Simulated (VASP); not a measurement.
RbH3:

```
Rb H
1.0
     2.98218   -3.20504    0.00000
     2.98218    3.20504    0.00000
     0.00000    0.00000    3.53816
Rb H
1 3
Direct
  0.00000 0.00000 0.66667
  0.64522 0.35478 0.29045
  0.35478 0.64522 0.29045
  0.50000 0.50000 0.82860
```

```yaml
Program: VASP 6.6.1
Task: relaxation of cell and atoms
Functional: PBE
Potentials_or_basis: VASP PAW PBE potentials, release 64 (Rb_sv, H)
Cutoff: 600 eV
k_mesh: 4 × 4 × 6
Occupations: gaussian, width 0.1 eV
Spin: no spin polarisation
```

At the start: pressure -2.5 GPa; volume 16.91 Å³/atom.

Problem. How do energy, volume and symmetry change on relaxing?

Solution. Over 40 steps the energy falls by 842.4 meV/atom and the volume is 14.68 Å³/atom (-13.2 %); space group Cmm2 (No. 35, to 0.05 Å).

Step by step:
```
step  energy change (eV)  largest force (eV/Å)  pressure (GPa)  volume (Å³)
   1              0.0000                0.4688           -2.53        67.64
   2             -0.0873                0.4271           -2.36        65.05
   3             -0.3143                0.4866           -1.30        57.58
   4             -0.3555                0.9444            6.70        44.06
   5             -0.4325                0.7086            0.96        51.04
   6             -0.4415                0.7783            2.39        48.65
   7             -0.5475                1.2469            3.14        47.69
   8             -0.8794                2.4736            7.78        44.63
   9             -0.3264                2.0407           34.50        37.85
  10             -0.9078                2.6732           12.27        42.76
  11             -0.9186                2.9509           17.12        41.42
  12             -0.9380                2.9308           17.51        41.36
  13             -0.9866                2.8228           18.71        41.20
  14             -1.0432                2.5283           21.25        40.85
  15             -1.1079                2.4874           20.74        41.08
  16             -1.2944                2.3640           19.30        41.76
  17             -1.6333                2.1115           16.59        43.15
  18             -2.1781                1.5744           11.94        45.99
  19             -2.7460                0.7265            4.95        52.00
  20             -2.7786                0.8355            3.02        54.27
  21             -2.8964                0.6362            2.73        54.96
  22             -3.1148                0.4201            2.47        56.92
  23             -2.9189                2.7292            4.07        60.43
  24             -3.1551                0.8192            2.58        57.96
  25             -3.2236                0.5072            1.54        59.74
  26             -3.2945                0.1821           -0.48        63.98
  27             -3.2956                0.2041           -0.71        64.62
  28             -3.3157                0.1390           -0.63        64.91
  29             -3.3280                0.1588           -0.44        65.33
  30             -3.3338                0.0920           -0.50        64.84
  31             -3.3404                0.1259           -0.67        63.37
  32             -3.3451                0.0901           -0.39        62.18
  33             -3.3480                0.0926            0.04        60.33
  34             -3.3536                0.0957            0.05        59.55
  35             -3.3593                0.1634            0.22        57.27
  36             -3.3626                0.0876            0.45        56.69
  37             -3.3630                0.0862            0.59        56.37
  38             -3.3660                0.0476            0.43        56.95
  39             -3.3690                0.0586            0.03        58.44
  40             -3.3698                0.0214            0.04        58.72
```

Final structure:
```
Rb H
1.0
     2.26524   -3.61086    0.00000
     2.26524    3.61086    0.00000
     0.00000    0.00000    3.58939
Rb H
1 3
Direct
  0.00000 0.00000 0.65248
  0.64509 0.35491 0.14053
  0.35491 0.64509 0.14053
  0.50000 0.50000 0.14262
```
